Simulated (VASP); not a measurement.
Input of a VASP 6.6.1 run:

File INCAR:

```
PREC = Accurate ; ENCUT = 520
EDIFF = 1E-6 ; ISMEAR = -1
SIGMA = 0.05 ; LREAL = F
LASPH = T ; NELM = 60
ALGO = Normal ; ISIF = 2
LWAVE = F ; LCHARG = F
GGA = PS ; NBANDS = 12
```

File KPOINTS:

```
Automatic mesh
0
Gamma
  11 11 11
```

Contents of POSCAR:

```
LiF
1.0
    0.0000000000      1.9728864230      1.9728864230
    1.9728864230      0.0000000000      1.9728864230
    1.9728864230      1.9728864230      0.0000000000
F Li
1 1
Direct
    0.5000000000      0.5000000000      0.5000000000
    0.0000000000      0.0000000000      0.0000000000
```

Potentials or basis: VASP PAW PBE potentials, release 64 (F, Li_sv).

Command:

```sh
$ cat potpaw_PBE.64/F/POTCAR potpaw_PBE.64/Li_sv/POTCAR > POTCAR
$ mpirun -np 1 vasp_std > vasp.out
```

Problem. What does it give for the band gap on the k mesh?

Solution. 9.48 eV.

Caveat: an odd mesh through Γ misses points on the zone boundary, where band edges can lie.
